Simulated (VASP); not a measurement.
# KTaO3 (P4/mmm) in VASP: further runs, part 2 of 2

VASP 6.6.1. Earlier steps stand in the parts before.

**4. Single point, r2SCAN**

This run uses another cell than the first one, of the same volume but with other edges.

POSCAR

```
KTaO3
1.0
    4.2103174618      0.0000000000      0.0000000000
    0.0000000000      4.2103174618      0.0000000000
    0.0000000000      0.0000000000      3.5787698425
K Ta O
1 1 3
Direct
    0.5000000000      0.5000000000      0.5000000000
    0.0000000000      0.0000000000      0.0000000000
    0.5000000000      0.0000000000      0.0000000000
    0.0000000000      0.5000000000      0.0000000000
    0.0000000000      0.0000000000      0.5000000000
```

INCAR.step1

```
SYSTEM = KTaO3
PREC     = Accurate       ! precision mode
ENCUT    = 520            ! plane-wave cutoff, eV
ISMEAR   = 0              ! smearing method
SIGMA    = 0.05           ! smearing width, eV
LREAL    = .False.        ! projectors in reciprocal space
LASPH    = .True.         ! aspherical terms in the spheres
NELM     = 80             ! most SCF steps
NBANDS   = 27             ! bands
GGA      = PE             ! functional
ALGO     = Normal         ! electronic algorithm
EDIFF    = 1E-4           ! SCF threshold, eV
LWAVE    = .True.         ! write WAVECAR
LCHARG   = .False.        ! write CHGCAR
```

INCAR.step2

```
SYSTEM = KTaO3
PREC     = Accurate       ! precision mode
ENCUT    = 520            ! plane-wave cutoff, eV
EDIFF    = 1E-6           ! SCF threshold, eV
ISMEAR   = 0              ! smearing method
SIGMA    = 0.05           ! smearing width, eV
LREAL    = .False.        ! projectors in reciprocal space
LASPH    = .True.         ! aspherical terms in the spheres
NELM     = 80             ! most SCF steps
ALGO     = Normal         ! electronic algorithm
ISIF     = 2              ! what is computed and relaxed
LWAVE    = .False.        ! write WAVECAR
LCHARG   = .True.         ! write CHGCAR
METAGGA  = R2SCAN         ! meta-GGA
LMIXTAU  = .True.       
LELF     = .True.         ! ELF
LVHAR    = .True.       
NBANDS   = 27             ! bands
ISTART   = 1
```

KPOINTS

```
Automatic mesh
0
Gamma
  6 6 6
  0 0 0
```

Potentials or basis: VASP PAW PBE potentials, release 64 (K_sv, Ta_pv, O).

Run with:

```sh
$ cat potpaw_PBE.64/K_sv/POTCAR potpaw_PBE.64/Ta_pv/POTCAR potpaw_PBE.64/O/POTCAR > POTCAR
$ cp INCAR.step1 INCAR
$ mpirun -np 1 vasp_std > vasp.out
$ cp INCAR.step2 INCAR
$ mpirun -np 1 vasp_std > vasp.out
```

OUTCAR:

```text
SYSTEM = KTaO3
   PREC = Accurate
   ENCUT = 520
   EDIFF = 1E-6
   ISMEAR = 0
   LREAL = .False.
   LASPH = .True.
   NELM = 80
   ISIF = 2
   METAGGA = R2SCAN
   ISTART = 1

 ion  position               nearest neighbor table
   1  0.500  0.500  0.500-   3 2.76   4 2.76   3 2.76   4 2.76   3 2.76   3 2.76   4 2.76   4 2.76
                             2 3.47   2 3.47   2 3.47   2 3.47   2 3.47   2 3.47   2 3.47   2 3.47
   2  0.000  0.000  0.000-   5 1.79   5 1.79   3 2.11   4 2.11   4 2.11   3 2.11   1 3.47   1 3.47
                             1 3.47   1 3.47   1 3.47   1 3.47   1 3.47   1 3.47
   3  0.500  0.000  0.000-   2 2.11   2 2.11   1 2.76   1 2.76   1 2.76   1 2.76
   4  0.000  0.500  0.000-   2 2.11   2 2.11   1 2.76   1 2.76   1 2.76   1 2.76
   5  0.000  0.000  0.500-   2 1.79   2 1.79

  LATTYP: Found a simple tetragonal cell.
 ALAT       =     4.2103174618
 C/A-ratio  =     0.8500000000

  Lattice vectors:

 A1 = (   4.2103174618,   0.0000000000,   0.0000000000)
 A2 = (   0.0000000000,   4.2103174618,   0.0000000000)
 A3 = (   0.0000000000,   0.0000000000,   3.5787698425)

Analysis of symmetry for initial positions (statically):
=====================================================================
 Subroutine PRICEL returns:
 Original cell was already a primitive cell.

 Routine SETGRP: Setting up the symmetry group for a
 simple tetragonal supercell.

 Subroutine GETGRP returns: Found 16 space group operations
 (whereof 16 operations were pure point group operations)
 out of a pool of 16 trial point group operations.

The static configuration has the point symmetry D_4h.

Analysis of symmetry for dynamics (positions and initial velocities):
=====================================================================
 Subroutine PRICEL returns:
 Original cell was already a primitive cell.

 Routine SETGRP: Setting up the symmetry group for a
 simple tetragonal supercell.

[... 125 lines left out ...]
   ISMEAR =     0;   SIGMA  =   0.05  broadening in eV -4-tet -1-fermi 0-gaus
   EFERMI_NEDOS =   21; number of points for ismear=-14 and -15
   IALGO  =     38    algorithm
   IMIX   =      4    mixing-type and parameters
     AMIX     =   0.40;   BMIX     =  1.00
     AMIX_MAG =   1.60;   BMIX_MAG =  1.00
  volume/ion in A,a.u.               =      12.69        85.62
  Fermi-wavevector in a.u.,A,eV,Ry     =   1.380008  2.607837 25.911228  1.904422
  Thomas-Fermi vector in A             =   2.504925
   LORBIT       =      0    0 simple, 1 ext, 2 COOP (PROOUT), +10 PAW based schemes
   METAGGA = R2SCAN    functional components
   LHFCALC =     F    Hartree Fock is set to
   AEXX    =    0.0000 exact exchange contribution
   IVDW    =     0    specifies the selected vdW correction
   LEPSILON=     F    determine dielectric tensor
   LRPA    =     F    only Hartree local field effects (RPA)
 non-spin polarized calculation
 Gauss-broadening in eV      SIGMA  =   0.05
  energy-cutoff  :      520.00
  volume of cell :       63.44
 maximum number of plane-waves:      1722
 NGX is ok and might be reduce to    32

 number of electron      37.9999999 magnetization

 Free energy of the ion-electron system (eV)
  ---------------------------------------------------
  ext. energy  EPLUGINS =         0.00000000
  ---------------------------------------------------
  free energy    TOTEN  =       -85.54889702 eV

  energy without entropy =      -85.54889702  energy(sigma->0) =      -85.54889702

 E-fermi :   1.8142     XC(G=0): -11.5442

 val. band max:        1.5605704795   @ k =   0.5000   0.5000   0.5000
 cond. band min:       3.7924501153   @ k =   0.0000   0.0000   0.0000
 fundamental gap:      2.2318796358
 Fermi energy:         1.8141959692

 k-point     1 :       0.0000    0.0000    0.0000
  band No.  band energies     occupation
      1     -34.2421      2.00000
      2     -33.7804      2.00000
      3     -33.7804      2.00000
      4     -26.9625      2.00000
      5     -18.6964      2.00000
      6     -16.0691      2.00000
[... 709 lines left out ...]
     26      13.0195      0.00000
     27      13.1379      0.00000

 [... further k-points ...]
[... 5 lines left out ...]
  --------------------------------------------------------------------------------------
  -------------------------------------------------------------------------------------
  Total       -5.9994858     -5.9994858     26.7716547      0.0000000      0.0000000      0.0000000
  in kB     -151.5169273   -151.5169273    676.1177553      0.0000000      0.0000000      0.0000000
  external PRESSURE =     124.3613002 kB  Pullay stress =       0.0000000 kB

 VOLUME and BASIS-vectors are now :
 -----------------------------------------------------------------------------
  energy-cutoff  :      520.00
  volume of cell :       63.44
      direct lattice vectors                 reciprocal lattice vectors
     4.210317462  0.000000000  0.000000000     0.237511781  0.000000000  0.000000000
     0.000000000  4.210317462  0.000000000     0.000000000  0.237511781  0.000000000
     0.000000000  0.000000000  3.578769842     0.000000000  0.000000000  0.279425625

 POSITION                                       TOTAL-FORCE (eV/Angst)
 -----------------------------------------------------------------------------------
      2.10516      2.10516      1.78938         0.000000      0.000000      0.000000
      0.00000      0.00000      0.00000         0.000000      0.000000      0.000000
      2.10516      0.00000      0.00000         0.000000      0.000000      0.000000
      0.00000      2.10516      0.00000         0.000000      0.000000      0.000000
      0.00000      0.00000      1.78938         0.000000      0.000000      0.000000
 -----------------------------------------------------------------------------------
    total drift:                                0.000000      0.000000     -0.000000

  FREE ENERGIE OF THE ION-ELECTRON SYSTEM (eV)
  ---------------------------------------------------
  free  energy   TOTEN  =       -85.5488970186 eV

  energy  without entropy=      -85.5488970186  energy(sigma->0) =      -85.54889702
```

Run time: 96 s. Hardware: 1 thread of Intel Xeon 6975P-C (Granite Rapids), shared host; peak memory 0.21 GiB.

What came out:

| Item | Value |
| --- | --- |
| Free energy | -85.5489 eV |
| Pressure | 12.4 GPa |
| Band gap on the k mesh | 2.23 eV, indirect (least direct gap 2.71 eV) |

Stress tensor (GPa, compression positive):
```
-15.15   0.00   0.00
  0.00 -15.15   0.00
  0.00   0.00  67.61
```

Caveat: the PAW data sets were made with another functional, which shifts forces and pressure a little; spin-orbit coupling is left out, which moves the levels of the heavy elements. A k mesh can miss the band edges.

**5. Summary**

| cell | gap on the mesh (eV) | pressure (GPa) |
| --- | --- | --- |
| a = 4.477, b = 4.477, c = 3.165 Å, 5 atoms | 0.92 | 57.4 |
| a = 3.553, b = 3.553, c = 5.024 Å, 5 atoms | 1.42 | 44.7 |
| a = 4.210, b = 4.210, c = 3.579 Å, 5 atoms | 2.23 | 12.4 |

Alike in all rows: task single point; level r2SCAN; potentials or basis VASP PAW PBE potentials, release 64 (K_sv, Ta_pv, O); no spin polarisation; k mesh 6 × 6 × 6; cutoff (eV) 520; smearing gaussian 0.05 eV.

Caveats: the PAW data sets were made with another functional, which shifts forces and pressure a little; spin-orbit coupling is left out, which moves the levels of the heavy elements.

Absolute energies hang on the potentials; compare differences alone.
